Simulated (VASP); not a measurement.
Zn:

```
CELL_PARAMETERS angstrom
2.66480 0.00000 0.00000
-1.33240 2.30778 0.00000
0.00000 0.00000 4.94670
ATOMIC_POSITIONS crystal
Zn 0.33333 0.66667 0.25000
Zn 0.66667 0.33333 0.75000
```

Base run:

* Program: VASP 6.6.1
* Functional: PBE
* Potentials or basis: VASP PAW PBE potentials, release 64 (Zn)
* Cutoff: 520 eV
* k mesh: 18 × 18 × 8
* Occupations: tetrahedron
* Spin: no spin polarisation

Its results: band gap on the k mesh zero (bands 12 and 13 overlap by 4.66 eV); pressure 0.0 GPa.

Problem. The run is repeated on the same cell with these changes: occupations from tetrahedron to fermi-dirac, width 0.28 eV. What comes out?

Solution. Band gap on the k mesh zero (bands 12 and 13 overlap by 4.66 eV); pressure 0.5 GPa.

Caveats: tetrahedron occupations give inexact forces and stress in metals (at least some runs); so wide a smearing shifts energies and pressures (at least some runs).
